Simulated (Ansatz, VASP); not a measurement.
**One calculation of HfO2, two programs**

```xyz
12
Lattice="5.2195 0.0000 0.0000 0.0000 5.0048 0.0000 0.0000 0.0000 5.0327" Properties=species:S:1:pos:R:3 pbc="T T T"
Hf    5.0472    3.6661    3.7314
Hf    2.7820    3.6661    1.2151
Hf    2.4375    1.3387    3.7314
Hf    0.1723    1.3387    1.2151
O     3.2994    4.6477    4.4251
O     4.5298    4.6477    1.9087
O     1.2211    2.7020    2.4776
O     1.3886    2.7020    4.9939
O     3.9984    2.3028    4.9939
O     3.8308    2.3028    2.4776
O     0.6896    0.3571    4.4251
O     1.9201    0.3571    1.9087
```

Alike in both runs: task single point; functional PBE; k mesh 5 × 6 × 5; occupations gaussian, width 0.012 eV; no spin polarisation.

```csv
,VASP,Ansatz
version,VASP 6.6.1,Ansatz 0.2.0
potentials or method,"VASP PAW PBE potentials, release 64 (Hf_pv, O)",Ansatz PAW
plane-wave cutoff (eV),520,420
valence electrons in the cell,88,152
```

```tsv
	VASP	Ansatz	Ansatz less VASP
gap on the k mesh at the Fermi level (eV)	4.44	4.48	+0.045
least direct gap on the mesh (eV)	4.65	4.68	+0.037
pressure (GPa)	6.3	9.8	+3.42
traceless stress, the component that is largest in VASP (GPa)	0.18	0.17	-0.004
rms of the force components (eV/Å)	0.031	0.055	+0.0243
```

Atom by atom the forces differ by 0.029 eV/Å (rms over components). With one functional, cell and mesh, what is left measures potentials, basis and numerics. VASP's potentials hold 88 valence electrons a cell and Ansatz's 152, so a difference there can come from the potentials and not from the codes.

Spin-orbit coupling is off throughout. Noted on Ansatz's run: odd divisions of the mesh miss points on the zone boundary, where band edges often lie, so the gap on the mesh can be too wide.
